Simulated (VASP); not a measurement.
Wanted: the native input for a VASP 6.6.1 run.

```yaml
Task: single point
Functional: PBEsol
Potentials_or_basis: VASP PAW PBE potentials, release 64 (Ag, I)
Cutoff: 500 eV
k_mesh: 6 × 6 × 4
Occupations: gaussian, width 0.01 eV
Spin: no spin polarisation
Dipole_correction: no
Further_INCAR_settings: ALGO = Normal; EDIFF = 1e-06; NBANDS = 26
```

The structure of AgI lies in POSCAR:

```
AgI
1.0
    4.6046852616      0.0000000000      0.0000000000
   -2.3023426308      3.9877744130      0.0000000000
    0.0000000000      0.0000000000      7.3672238887
Ag I
2 2
Direct
    0.6666666667      0.3333333333      0.6246392369
    0.3333333333      0.6666666667      0.1246392369
    0.6666666667      0.3333333333      0.0053607631
    0.3333333333      0.6666666667      0.5053607631
```

This cell differs from its parent crystal: in-plane strain +0.01, then relaxed in part.

The input as run:

INCAR

```
SYSTEM = AgI
ALGO = Normal
EDIFF = 1E-6
ENCUT = 500
GGA = PS
GGA_COMPAT = .FALSE.
ISIF = 2
ISMEAR = 0
LASPH = .TRUE.
LCHARG = .FALSE.
LREAL = .FALSE.
LWAVE = .FALSE.
NBANDS = 26
NELM = 120
PREC = Accurate
SIGMA = 0.01
```

KPOINTS

```
k-points
0
G
  6 6 4
  0 0 0
```

Potentials or basis: VASP PAW PBE potentials, release 64 (Ag, I).

Command:

```console
$ cat potpaw_PBE.64/Ag/POTCAR potpaw_PBE.64/I/POTCAR > POTCAR
$ mpirun -np 1 vasp_std > vasp.out
```

It gave:

```
Pressure               : -0.3 GPa
Band gap on the k mesh : 1.25 eV
```

Caveat: the cell differs from its parent crystal (in-plane strain +0.01, then relaxed in part); the PAW data sets were made with another functional, which shifts forces and pressure a little; spin-orbit coupling is left out, which moves the levels of the heavy elements.

Wall time 41 s on 1 thread of Oxide Virtual Turin-like Processor (shared host), peak memory 0.24 GiB.
